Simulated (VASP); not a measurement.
# W (Im-3m) in VASP: a series of runs, part 2 of 3

VASP 6.6.1.

## Step 4: Single point, PBEsol (equal strain along all axes, cell held: +2.0 %)

Contents of INCAR:

```
SYSTEM = W
ALGO = Fast
EDIFF = 1E-6
ENCUT = 520
GGA = PS
ISIF = 2
ISMEAR = 0
LASPH = .True.
LCHARG = .False.
LREAL = .False.
LWAVE = .False.
NBANDS = 21
NELM = 100
PREC = Accurate
SIGMA = 0.1
```

Contents of KPOINTS:

```
k-points
0
Gamma
  16 16 16
  0 0 0
```

Contents of POSCAR:

```
W
1.0
    3.2174145347      0.0000000000      0.0000000000
    0.0000000000      3.2174145347      0.0000000000
    0.0000000000      0.0000000000      3.2174145347
W
2
Direct
    0.0000000000      0.0000000000      0.0000000000
    0.5000000000      0.5000000000      0.5000000000
```

Potentials or basis: VASP PAW PBE potentials, release 64 (W_sv).

Started as:

```bash
$ cat potpaw_PBE.64/W_sv/POTCAR > POTCAR
$ mpirun -np 1 vasp_std > vasp.out
```

OUTCAR:

```text
SYSTEM = W
   EDIFF = 1E-6
   ENCUT = 520
   GGA = PS
   ISIF = 2
   ISMEAR = 0
   LASPH = .True.
   LREAL = .False.
   NELM = 100
   PREC = Accurate

 ion  position               nearest neighbor table
   1  0.000  0.000  0.000-   2 2.79   2 2.79   2 2.79   2 2.79   2 2.79   2 2.79   2 2.79   2 2.79

   2  0.500  0.500  0.500-   1 2.79   1 2.79   1 2.79   1 2.79   1 2.79   1 2.79   1 2.79   1 2.79

  LATTYP: Found a simple cubic cell.
 ALAT       =     3.2174145347

  Lattice vectors:

 A1 = (   3.2174145347,   0.0000000000,   0.0000000000)
 A2 = (   0.0000000000,   3.2174145347,   0.0000000000)
 A3 = (   0.0000000000,   0.0000000000,   3.2174145347)

Analysis of symmetry for initial positions (statically):
=====================================================================
 Subroutine PRICEL returns following result:

  LATTYP: Found a body centered cubic cell.
 ALAT       =     3.2174145347

  Lattice vectors:

 A1 = (   1.6087072674,   1.6087072674,  -1.6087072673)
 A2 = (  -1.6087072674,   1.6087072673,   1.6087072673)
 A3 = (   1.6087072674,  -1.6087072673,   1.6087072674)

   2 primitive cells build up your supercell.

 Routine SETGRP: Setting up the symmetry group for a
 simple cubic supercell.

 Subroutine GETGRP returns: Found 48 space group operations
 (whereof 48 operations were pure point group operations)
 out of a pool of 48 trial point group operations.

The static configuration has the point symmetry O_h .

Analysis of symmetry for dynamics (positions and initial velocities):
=====================================================================
 Subroutine PRICEL returns following result:

  LATTYP: Found a body centered cubic cell.
 ALAT       =     3.2174145347

  Lattice vectors:

 A1 = (   1.6087072674,   1.6087072674,  -1.6087072673)
 A2 = (  -1.6087072674,   1.6087072673,   1.6087072673)
 A3 = (   1.6087072674,  -1.6087072673,   1.6087072674)

   2 primitive cells build up your supercell.

 Routine SETGRP: Setting up the symmetry group for a
 simple cubic supercell.

 Subroutine GETGRP returns: Found 48 space group operations
 (whereof 48 operations were pure point group operations)
 out of a pool of 48 trial point group operations.

The dynamic configuration has the point symmetry O_h .

 Subroutine INISYM returns: Found 48 space group operations
 (whereof 48 operations are pure point group operations),
 and found     2 'primitive' translations

----------------------------------------------------------------------------------------

                                     Primitive cell

  volume of cell :      16.6529

  direct lattice vectors                    reciprocal lattice vectors
     1.608707267  1.608707267 -1.608707267     0.310808567  0.310808567  0.000000000
    -1.608707267  1.608707267  1.608707267    -0.000000000  0.310808567  0.310808567
     1.608707267 -1.608707267  1.608707267     0.310808567  0.000000000  0.310808567

  length of vectors
     2.786362722  2.786362722  2.786362722     0.439549690  0.439549690  0.439549690

  position of ions in fractional coordinates (direct lattice)
     0.000000000  0.000000000  0.000000000

  ion indices of the primitive-cell ions
   primitive index   ion index
                 1           1

----------------------------------------------------------------------------------------

 KPOINTS: k-points

Automatic generation of k-mesh.
 Grid dimensions read from file:
 generate k-points for:   16   16   16

 Generating k-lattice:

  Cartesian coordinates                     Fractional coordinates (reciprocal lattice)
     0.019425535  0.000000000  0.000000000     0.062500000  0.000000000  0.000000000
     0.000000000  0.019425535  0.000000000     0.000000000  0.062500000  0.000000000
     0.000000000  0.000000000  0.019425535     0.000000000  0.000000000  0.062500000

  Length of vectors
     0.019425535  0.019425535  0.019425535

  Shift w.r.t. Gamma in fractional coordinates (k-lattice)
     0.000000000  0.000000000  0.000000000

 Subroutine IBZKPT returns following result:
 ===========================================

 Found    165 irreducible k-points:

 Following reciprocal coordinates:
            Coordinates               Weight
  0.000000  0.000000  0.000000      1.000000
  0.062500  0.000000  0.000000      6.000000
  0.125000  0.000000  0.000000      6.000000
  0.187500  0.000000  0.000000      6.000000
  0.250000  0.000000  0.000000      6.000000
  0.312500  0.000000  0.000000      6.000000
[... 16 lines left out ...]
  0.437500  0.125000  0.000000     24.000000
  0.500000  0.125000  0.000000     12.000000
 [... further k-points ...]
   k-points           NKPTS =    165   k-points in BZ     NKDIM =    165   number of bands    NBANDS=     21
   number of dos      NEDOS =    301   number of ions     NIONS =      2
   total plane-waves  NPLWV =  13824
   dimension x,y,z NGX =    24 NGY =   24 NGZ =   24
   dimension x,y,z NGXF=    48 NGYF=   48 NGZF=   48
   ions per type =               2
   NGX,Y,Z   is equivalent  to a cutoff of  12.40, 12.40, 12.40 a.u.
   NGXF,Y,Z  is equivalent  to a cutoff of  24.80, 24.80, 24.80 a.u.
 SYSTEM =  W
   PREC   = accura    normal or accurate (medium, high low for compatibility)
   ISTART =      0    job   : 0-new  1-cont  2-samecut
   ICHARG =      2    charge: 1-file 2-atom 10-const
   ISPIN  =      1    spin polarized calculation?
   LNONCOLLINEAR =      F non collinear calculations
   LSORBIT =      F    spin-orbit coupling
   LASPH  =      T    aspherical Exc in radial PAW
   ENCUT  =  520.0 eV  38.22 Ry    6.18 a.u.   5.98  5.98  5.98*2*pi/ulx,y,z
   NELM   =    100;   NELMIN=  2; NELMDL= -5     # of ELM steps
   EDIFF  = 0.1E-05   stopping-criterion for ELM
   LREAL  =      F    real-space projection
   EDIFFG = 0.1E-04   stopping-criterion for IOM
   NSW    =      0    number of steps for IOM
   IBRION =     -1    ionic relax: 0-MD 1-quasi-New 2-CG
   NFREE  =      0    steps in history (QN), initial steepest desc. (CG)
   ISIF   =      2    stress and relaxation
   ISYM   =      2    0-nonsym 1-usesym 2-fastsym
   POTIM  = 0.5000    time-step for ionic-motion
   TEBEG  =    0.0;   TEEND  =   0.0 temperature during run
   PSTRESS=    0.0 pullay stress
   NELECT =      28.0000    total number of electrons
   NUPDOWN=      -1.0000    fix difference up-down
   EMIN   =  10.00;   EMAX   =-10.00  energy-range for DOS
   EFERMI =   0.00;   METHOD = LEGACY
   ISMEAR =     0;   SIGMA  =   0.10  broadening in eV -4-tet -1-fermi 0-gaus
   EFERMI_NEDOS =   21; number of points for ismear=-14 and -15
   IALGO  =     68    algorithm
   IMIX   =      4    mixing-type and parameters
     AMIX     =   0.40;   BMIX     =  1.00
     AMIX_MAG =   1.60;   BMIX_MAG =  1.00
  volume/ion in A,a.u.               =      16.65       112.38
  Fermi-wavevector in a.u.,A,eV,Ry     =   1.545090  2.919797 32.481237  2.387304
  Thomas-Fermi vector in A             =   2.650518
   LORBIT       =      0    0 simple, 1 ext, 2 COOP (PROOUT), +10 PAW based schemes
   GGA     = PS    functional components
   LHFCALC =     F    Hartree Fock is set to
   AEXX    =    0.0000 exact exchange contribution
   IVDW    =     0    specifies the selected vdW correction
   LEPSILON=     F    determine dielectric tensor
   LRPA    =     F    only Hartree local field effects (RPA)
 non-spin polarized calculation
 RMM-DIIS sequential band-by-band and
 Gauss-broadening in eV      SIGMA  =   0.10
  energy-cutoff  :      520.00
  volume of cell :       33.31
 maximum number of plane-waves:       916
 NGX is ok and might be reduce to    24
   NGX = 11   NGY = 11   NGZ = 11

 number of electron      27.9999991 magnetization

 Free energy of the ion-electron system (eV)
  ---------------------------------------------------
  ext. energy  EPLUGINS =         0.00000000
  ---------------------------------------------------
  free energy    TOTEN  =       -27.50852315 eV

  energy without entropy =      -27.50120877  energy(sigma->0) =      -27.50486596

 E-fermi :  10.6011     XC(G=0): -13.4840

 val. band max:       10.5971927238   @ k =   0.4375   0.1250   0.0625
 cond. band min:      10.6064838958   @ k =   0.3125   0.2500   0.0000
 fundamental gap:      0.0092911720
 Fermi energy:        10.6011109604

 k-point     1 :       0.0000    0.0000    0.0000
  band No.  band energies     occupation
      1     -63.6421      2.00000
      2     -63.4531      2.00000
      3     -28.0404      2.00000
      4     -28.0404      2.00000
      5     -28.0404      2.00000
      6     -27.2661      2.00000
[... 550 lines left out ...]
      5     -27.6438      2.00000
      6     -27.6438      2.00000
[... 13 lines left out ...]
     20      13.8888      0.00000
     21      23.9467      0.00000

 [... further k-points ...]
[... 5 lines left out ...]
  --------------------------------------------------------------------------------------
  -------------------------------------------------------------------------------------
  Total       -3.4400331     -3.4400331     -3.4400331      0.0000000      0.0000000      0.0000000
  in kB     -165.4825296   -165.4825296   -165.4825296      0.0000000      0.0000000      0.0000000
  external PRESSURE =    -165.4825296 kB  Pullay stress =       0.0000000 kB

 VOLUME and BASIS-vectors are now :
 -----------------------------------------------------------------------------
  energy-cutoff  :      520.00
  volume of cell :       33.31
      direct lattice vectors                 reciprocal lattice vectors
     3.217414535  0.000000000  0.000000000     0.310808567  0.000000000  0.000000000
     0.000000000  3.217414535  0.000000000     0.000000000  0.310808567  0.000000000
     0.000000000  0.000000000  3.217414535     0.000000000  0.000000000  0.310808567

 POSITION                                       TOTAL-FORCE (eV/Angst)
 -----------------------------------------------------------------------------------
      0.00000      0.00000      0.00000        -0.000000     -0.000000     -0.000000
      1.60871      1.60871      1.60871         0.000000      0.000000      0.000000
 -----------------------------------------------------------------------------------
    total drift:                                0.000000      0.000000     -0.000000

  FREE ENERGIE OF THE ION-ELECTRON SYSTEM (eV)
  ---------------------------------------------------
  free  energy   TOTEN  =       -27.5085231490 eV

  energy  without entropy=      -27.5012087727  energy(sigma->0) =      -27.50486596
```

stdout:

```text
POSCAR found type information on POSCAR W
 POSCAR found :  1 types and       2 ions
 scaLAPACK will be used
 -----------------------------------------------------------------------------
|                                                                             |
|                                                                             |
|     You enforced a specific xc type in the INCAR file but a different       |
|     I HOPE YOU KNOW WHAT YOU ARE DOING!                                     |
|                                                                             |
 -----------------------------------------------------------------------------

 LDA part: xc-table for (Slater+PW92), standard interpolation
 POSCAR, INCAR and KPOINTS ok, starting setup
 FFT: planning ... GRIDC
 FFT: planning ... GRID_SOFT
 FFT: planning ... GRID
 WAVECAR not read
 entering main loop
WARNING in EDDRMM: call to ZHEGV failed, returncode =   8  4     20
WARNING in EDDRMM: call to ZHEGV failed, returncode =   8  4     21
WARNING in EDDRMM: call to ZHEGV failed, returncode =   6  3     21
WARNING in EDDRMM: call to ZHEGV failed, returncode =   6  3     21
```

Wall time 49 s (1 thread of AMD EPYC 9R45 (Zen 5), shared host); peak memory 0.17 GiB.

Results:

- Free energy: -27.5085 eV
- Pressure: -16.5 GPa
- Band gap on the k mesh: zero (band 14 reaches 11.12 eV, above the bottom of band 15 at 10.07 eV)

Levels at points of the mesh, in eV from the Fermi level:
```tsv
k point	band 10	band 11	band 12	band 13	band 14	band 15	band 16	band 17	band 18	band 19
(0.00, 0.00, 0.00)	-5.49	-5.49	-1.18	-1.18	-1.18	2.09	2.09	4.80	4.80	4.80
(0.50, 0.00, 0.00)	-5.14	-2.63	-2.63	-0.53	-0.53	-0.53	-0.53	1.26	1.26	3.19
(0.50, 0.50, 0.00)	-6.00	-3.37	-3.37	0.51	0.51	1.96	1.96	2.88	2.88	5.71
(0.50, 0.50, 0.50)	-2.87	-2.87	-2.87	-2.87	-2.87	3.03	3.03	3.03	3.03	6.07
```

Caveat: the cell differs from its parent crystal (equal strain along all axes, cell held: +2.0 %); the PAW data sets were made with another functional, which shifts forces and pressure a little; spin-orbit coupling is left out, which moves the levels of the heavy elements.

[end of part 2 of 3]
